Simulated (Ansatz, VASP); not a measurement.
# One calculation of MoS, two programs

```
Mo S
1.0
     3.14312    0.00000    0.00000
    -1.57156    2.72202    0.00000
     0.00000    0.00000   21.28329
Mo S
2 2
Direct
  0.66667 0.33333 0.35239
  0.33333 0.66667 0.64761
  0.33333 0.66667 0.42559
  0.00000 0.00000 0.57439
```

Alike in both runs: task single point; functional PBEsol; k mesh 9 × 9 × 1; occupations gaussian, width 0.05 eV; no spin polarisation.

```csv
,VASP,Ansatz
version,VASP 6.6.1,Ansatz 0.2.0
potentials or method,"VASP PAW PBE potentials, release 64 (Mo_sv, S), cutoff 520 eV","scalar-relativistic, plane waves, PAW"
valence electrons in the cell,40,40
```

VASP gave:

| Property | Result |
| --- | --- |
| gap on the k mesh at the Fermi level (eV) | none |
| rms of the force components (eV/Å) | 0.686 |

Which values does Ansatz return?

gap on the k mesh at the Fermi level (eV): none; rms of the force components (eV/Å): 0.689.

VASP's potentials were made for PBE, not for PBEsol. A gap of «none» marks a metal or a gap that the smearing closes. The functional is the same, so the differences come from potentials, cutoffs and numerics.
